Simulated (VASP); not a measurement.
# TaN in VASP: single point with PBEsol

Aim: the single point of TaN with PBEsol.

Everything below comes from runs of VASP 6.6.1. Logs are shortened: lines on timing, memory, paths and dates and some standing lists are left out, and cuts for length are marked.

## (1) The cell of the first run

The cell holds a slab with vacuum, 12 atoms: a = 2.904 Å, b = 5.205 Å, c = 24.513 Å, α = 90.00°, β = 90.00°, γ = 90.00°.

## (2) Single point, PBEsol

INCAR reads:

```
SYSTEM = TaN
  ALGO = Normal
  DIPOL = 0.5 0.5 0.501
  EDIFF = 1E-6
  ENCUT = 520
  GGA = PS
  IDIPOL = 3
  ISIF = 2
  ISMEAR = 0
  LASPH = .TRUE.
  LCHARG = .TRUE.
  LDIPOL = .TRUE.
  LELF = .TRUE.
  LREAL = .FALSE.
  LVACPOTAV = .TRUE.
  LVHAR = .TRUE.
  LWAVE = .FALSE.
  NBANDS = 60
  NELM = 80
  PREC = Accurate
  SIGMA = 0.1
```

KPOINTS reads:

```
k-points
0
G
  10 6 1
  0 0 0
```

POSCAR reads:

```
TaN
1.0
    2.9035873890      0.0000000000      0.0000000000
    0.0000000000      5.2050894135      0.0000000000
    0.0000000000      0.0000000000     24.5128994350
Ta N
6 6
Direct
    0.0000000000      0.5000000000      0.3467562057
    0.5000000000      0.0000000000      0.4080537234
    0.5000000000      0.5000000000      0.4693512411
    0.0000000000      0.0000000000      0.5397547748
    0.5000000000      0.5000000000      0.5925957976
    0.5000000000      0.0000000000      0.6480113161
    0.0000000000      0.0000000000      0.3467562057
    0.0000000000      0.2500000000      0.4387024823
    0.0000000000      0.7500000000      0.4387024823
    0.0000000000      0.5000000000      0.5318421701
    0.0000000000      0.7477724097      0.6266196543
    0.0000000000      0.2522275903      0.6266196543
```

Potentials or basis: VASP PAW PBE potentials, release 64 (Ta_pv, N).

Started as:

```
$ cat potpaw_PBE.64/Ta_pv/POTCAR potpaw_PBE.64/N/POTCAR > POTCAR
$ mpirun -np 1 vasp_std > vasp.out
```

OUTCAR:

```text
SYSTEM = TaN
   EDIFF = 1E-6
   ENCUT = 520
   GGA = PS
   ISIF = 2
   ISMEAR = 0
   LASPH = .TRUE.
   LREAL = .FALSE.
   NELM = 80
   PREC = Accurate

 ion  position               nearest neighbor table
   1  0.000  0.500  0.347-   7 2.60   7 2.60   9 2.60   8 2.60   3 3.34   3 3.34   2 3.34   2 3.34
                             2 3.34   2 3.34
   2  0.500  0.000  0.408-   7 2.09   7 2.09   9 2.09   8 2.09   8 2.09   9 2.09   3 3.01   3 3.01
                             1 3.34   1 3.34   1 3.34   1 3.34   4 3.54   4 3.54
   3  0.500  0.500  0.469-   8 2.09   9 2.09   8 2.09   9 2.09  10 2.11  10 2.11   2 3.01   2 3.01
                             5 3.02   1 3.34   1 3.34   4 3.44   4 3.44   4 3.44   4 3.44
   4  0.000  0.000  0.540-  11 2.50  12 2.50  10 2.61  10 2.61   6 3.02   6 3.02   5 3.25   5 3.25
                             5 3.25   5 3.25   3 3.44   3 3.44   3 3.44   3 3.44   2 3.54   2 3.54
   5  0.500  0.500  0.593-  10 2.08  10 2.08  12 2.11  11 2.11  11 2.11  12 2.11   6 2.94   6 2.94
                             3 3.02   4 3.25   4 3.25   4 3.25   4 3.25
   6  0.500  0.000  0.648-  11 2.03  12 2.03  11 2.03  12 2.03   5 2.94   5 2.94   4 3.02   4 3.02

   7  0.000  0.000  0.347-   2 2.09   2 2.09   1 2.60   1 2.60
   8  0.000  0.250  0.439-   3 2.09   3 2.09   2 2.09   2 2.09   1 2.60
   9  0.000  0.750  0.439-   3 2.09   3 2.09   2 2.09   2 2.09   1 2.60
  10  0.000  0.500  0.532-   5 2.08   5 2.08   3 2.11   3 2.11   4 2.61   4 2.61
  11  0.000  0.748  0.627-   6 2.03   6 2.03   5 2.11   5 2.11   4 2.50
  12  0.000  0.252  0.627-   6 2.03   6 2.03   5 2.11   5 2.11   4 2.50

  LATTYP: Found a simple orthorhombic cell.
 ALAT       =     2.9035873890
 B/A-ratio  =     1.7926408667
 C/A-ratio  =     8.4422805829

  Lattice vectors:

 A1 = (   2.9035873890,   0.0000000000,   0.0000000000)
 A2 = (   0.0000000000,   5.2050894135,   0.0000000000)
 A3 = (   0.0000000000,   0.0000000000,  24.5128994350)

Analysis of symmetry for initial positions (statically):
=====================================================================
 Subroutine PRICEL returns:
 Original cell was already a primitive cell.

 Routine SETGRP: Setting up the symmetry group for a
 simple orthorhombic supercell.

 Subroutine GETGRP returns: Found  4 space group operations
 (whereof  4 operations were pure point group operations)
 out of a pool of  8 trial point group operations.

The static configuration has the point symmetry C_2v.

Analysis of symmetry for dynamics (positions and initial velocities):
=====================================================================
 Subroutine PRICEL returns:
 Original cell was already a primitive cell.

 Routine SETGRP: Setting up the symmetry group for a
 simple orthorhombic supercell.

 Subroutine GETGRP returns: Found  4 space group operations
 (whereof  4 operations were pure point group operations)
 out of a pool of  8 trial point group operations.

The dynamic configuration has the point symmetry C_2v.

 Subroutine INISYM returns: Found  4 space group operations
 (whereof  4 operations are pure point group operations),
 and found     1 'primitive' translations

----------------------------------------------------------------------------------------

                                     Primitive cell

  volume of cell :     370.4740

  direct lattice vectors                    reciprocal lattice vectors
     2.903587389  0.000000000  0.000000000     0.344401551  0.000000000  0.000000000
     0.000000000  5.205089413  0.000000000     0.000000000  0.192119658  0.000000000
     0.000000000  0.000000000 24.512899435     0.000000000  0.000000000  0.040794848

  length of vectors
     2.903587389  5.205089413 24.512899435     0.344401551  0.192119658  0.040794848

  position of ions in fractional coordinates (direct lattice)
     0.000000000  0.500000000  0.346756206
     0.500000000  0.000000000  0.408053723
     0.500000000  0.500000000  0.469351241
     0.000000000  0.000000000  0.539754775
     0.500000000  0.500000000  0.592595798
     0.500000000  0.000000000  0.648011316
     0.000000000  0.000000000  0.346756206
     0.000000000  0.250000000  0.438702482
     0.000000000  0.750000000  0.438702482
     0.000000000  0.500000000  0.531842170
     0.000000000  0.747772410  0.626619654
     0.000000000  0.252227590  0.626619654

  ion indices of the primitive-cell ions
[... 28 lines left out ...]

  Length of vectors
     0.034440155  0.032019943  0.040794848

  Shift w.r.t. Gamma in fractional coordinates (k-lattice)
     0.000000000  0.000000000  0.000000000

 Subroutine IBZKPT returns following result:
 ===========================================

 Found     24 irreducible k-points:

 Following reciprocal coordinates:
            Coordinates               Weight
  0.000000  0.000000  0.000000      1.000000
  0.100000  0.000000  0.000000      2.000000
  0.200000  0.000000  0.000000      2.000000
  0.300000  0.000000  0.000000      2.000000
  0.400000  0.000000  0.000000      2.000000
  0.500000  0.000000  0.000000      1.000000
[... 16 lines left out ...]
  0.400000  0.500000  0.000000      2.000000
  0.500000  0.500000  0.000000      1.000000
   k-points           NKPTS =     24   k-points in BZ     NKDIM =     24   number of bands    NBANDS=     60
   number of dos      NEDOS =    301   number of ions     NIONS =     12
   total plane-waves  NPLWV = 184320
   dimension x,y,z NGX =    24 NGY =   40 NGZ =  192
   dimension x,y,z NGXF=    48 NGYF=   80 NGZF=  384
   ions per type =               6   6
   NGX,Y,Z   is equivalent  to a cutoff of  13.74, 12.78, 13.02 a.u.
   NGXF,Y,Z  is equivalent  to a cutoff of  27.48, 25.55, 26.04 a.u.
 SYSTEM =  TaN
   PREC   = accura    normal or accurate (medium, high low for compatibility)
   ISTART =      0    job   : 0-new  1-cont  2-samecut
   ICHARG =      2    charge: 1-file 2-atom 10-const
   ISPIN  =      1    spin polarized calculation?
   LNONCOLLINEAR =      F non collinear calculations
   LSORBIT =      F    spin-orbit coupling
   LASPH  =      T    aspherical Exc in radial PAW
   ENCUT  =  520.0 eV  38.22 Ry    6.18 a.u.   5.40  9.68 45.58*2*pi/ulx,y,z
   NELM   =     80;   NELMIN=  2; NELMDL= -5     # of ELM steps
   EDIFF  = 0.1E-05   stopping-criterion for ELM
   LREAL  =      F    real-space projection
   EDIFFG = 0.1E-04   stopping-criterion for IOM
   NSW    =      0    number of steps for IOM
   IBRION =     -1    ionic relax: 0-MD 1-quasi-New 2-CG
   NFREE  =      0    steps in history (QN), initial steepest desc. (CG)
   ISIF   =      2    stress and relaxation
   ISYM   =      2    0-nonsym 1-usesym 2-fastsym
   POTIM  = 0.5000    time-step for ionic-motion
   TEBEG  =    0.0;   TEEND  =   0.0 temperature during run
   PSTRESS=    0.0 pullay stress
   NELECT =      96.0000    total number of electrons
   NUPDOWN=      -1.0000    fix difference up-down
   EMIN   =  10.00;   EMAX   =-10.00  energy-range for DOS
   EFERMI =   0.00;   METHOD = LEGACY
   ISMEAR =     0;   SIGMA  =   0.10  broadening in eV -4-tet -1-fermi 0-gaus
   EFERMI_NEDOS =   21; number of points for ismear=-14 and -15
   IALGO  =     38    algorithm
   IMIX   =      4    mixing-type and parameters
     AMIX     =   0.40;   BMIX     =  1.00
     AMIX_MAG =   1.60;   BMIX_MAG =  1.00
  volume/ion in A,a.u.               =      30.87       208.34
  Fermi-wavevector in a.u.,A,eV,Ry     =   1.043709  1.972324 14.821206  1.089328
  Thomas-Fermi vector in A             =   2.178430
   LORBIT       =      0    0 simple, 1 ext, 2 COOP (PROOUT), +10 PAW based schemes
   GGA     = PS    functional components
   LHFCALC =     F    Hartree Fock is set to
   AEXX    =    0.0000 exact exchange contribution
   IVDW    =     0    specifies the selected vdW correction
   LEPSILON=     F    determine dielectric tensor
   LRPA    =     F    only Hartree local field effects (RPA)
 non-spin polarized calculation
 Gauss-broadening in eV      SIGMA  =   0.10
  energy-cutoff  :      520.00
  volume of cell :      370.47
 maximum number of plane-waves:     10014
 NGX is ok and might be reduce to    24
   NGX = 11   NGY = 19   NGZ = 91

 dipolmoment           0.000000      0.000000      0.092598 electrons x Angstroem

 number of electron      95.9999997 magnetization

 dipolmoment           0.000000      0.000000     -0.060477 electrons x Angstroem

 Free energy of the ion-electron system (eV)
  ---------------------------------------------------
  ext. energy  EPLUGINS =         0.00000000
  ---------------------------------------------------
  free energy    TOTEN  =      -131.82880749 eV

  energy without entropy =     -131.79754294  energy(sigma->0) =     -131.81317522

 E-fermi :   0.1639     XC(G=0):  -5.7189

 val. band max:        0.1567486343   @ k =   0.3000   0.0000   0.0000
 cond. band min:       0.1852232159   @ k =   0.3000   0.1667   0.0000
 fundamental gap:      0.0284745816
 Fermi energy:         0.1639121193

 k-point     1 :       0.0000    0.0000    0.0000
  band No.  band energies     occupation
      1     -36.1311      2.00000
      2     -35.9808      2.00000
      3     -35.8237      2.00000
      4     -35.6517      2.00000
      5     -35.6212      2.00000
      6     -35.5080      2.00000
[... 1501 lines left out ...]
     59       3.3696      0.00000
     60       3.7912      0.00000

------------------------ aborting loop because EDIFF is reached ----------------------------------------

  FORCE on cell =-STRESS in cart. coord.  units (eV):
  Direction    XX          YY          ZZ          XY          YZ          ZX
  --------------------------------------------------------------------------------------
  -------------------------------------------------------------------------------------
  Total        0.2706484     -6.7895831     -3.7454280      0.0000000      0.0000000      0.0000000
  in kB        1.1704647    -29.3626949    -16.1977337      0.0000000      0.0000000      0.0000000
  external PRESSURE =     -14.7966546 kB  Pullay stress =       0.0000000 kB

 VOLUME and BASIS-vectors are now :
 -----------------------------------------------------------------------------
  energy-cutoff  :      520.00
  volume of cell :      370.47
      direct lattice vectors                 reciprocal lattice vectors
     2.903587389  0.000000000  0.000000000     0.344401551  0.000000000  0.000000000
     0.000000000  5.205089413  0.000000000     0.000000000  0.192119658  0.000000000
     0.000000000  0.000000000 24.512899435     0.000000000  0.000000000  0.040794848

 POSITION                                       TOTAL-FORCE (eV/Angst)
 -----------------------------------------------------------------------------------
      0.00000      2.60254      8.50000         0.000000      0.000000      2.355470
      1.45179      0.00000     10.00258         0.000000      0.000000     -2.089473
      1.45179      2.60254     11.50516         0.000000      0.000000     -0.029710
      0.00000      0.00000     13.23095         0.000000      0.000000     -0.027159
      1.45179      2.60254     14.52624         0.000000      0.000000      0.005059
      1.45179      0.00000     15.88464         0.000000      0.000000      0.047401
      0.00000      0.00000      8.50000         0.000000      0.000000      0.126580
      0.00000      1.30127     10.75387         0.000000      0.776430     -0.223372
      0.00000      3.90382     10.75387         0.000000     -0.776430     -0.223372
      0.00000      2.60254     13.03699         0.000000      0.000000      0.016545
      0.00000      3.89222     15.36026         0.000000     -0.032272      0.021015
      0.00000      1.31287     15.36026        -0.000000      0.032272      0.021015
 -----------------------------------------------------------------------------------
    total drift:                                0.000000      0.000000     -0.000317

  FREE ENERGIE OF THE ION-ELECTRON SYSTEM (eV)
  ---------------------------------------------------
  free  energy   TOTEN  =      -131.8288074897 eV

  energy  without entropy=     -131.7975429446  energy(sigma->0) =     -131.81317522

 vacuum level on the upper side and lower side of the slab         4.184         4.908
```

It took 27 min on 1 thread of AMD EPYC 9R45 (Zen 5), shared host; peak memory 0.65 GiB.

Results:

```
Free energy            : -131.8288 eV
Largest force          : 2.355 eV/Å
Band gap on the k mesh : zero (band 48 reaches 0.55 eV, above the bottom of band 49 at -0.30 eV)
```

Forces in eV/Å, atoms in the order of the input:
```
Ta   0.000  0.000  2.355
Ta   0.000  0.000 -2.089
Ta   0.000  0.000 -0.030
Ta   0.000  0.000 -0.027
Ta   0.000  0.000  0.005
Ta   0.000  0.000  0.047
N    0.000  0.000  0.127
N    0.000  0.776 -0.223
N    0.000 -0.776 -0.223
N    0.000  0.000  0.017
N    0.000 -0.032  0.021
N    0.000  0.032  0.021
```

Levels at points of the mesh, in eV from the Fermi level:
```tsv
k point	band 45	band 46	band 47	band 48	band 49	band 50	band 51	band 52
(0.00, 0.00, 0.00)	-1.51	-1.40	-1.07	-0.48	-0.47	-0.04	0.70	1.03
(0.50, 0.00, 0.00)	-1.93	-1.41	-0.57	0.25	0.82	0.88	1.14	1.44
(0.00, 0.50, 0.00)	-1.63	-0.92	-0.72	-0.66	0.42	0.43	0.75	1.13
(0.50, 0.50, 0.00)	-1.88	-1.64	-0.61	0.16	0.72	0.83	1.23	1.46
```

Caveat: the PAW data sets were made with another functional, which shifts forces and pressure a little; spin-orbit coupling is left out, which moves the levels of the heavy elements.
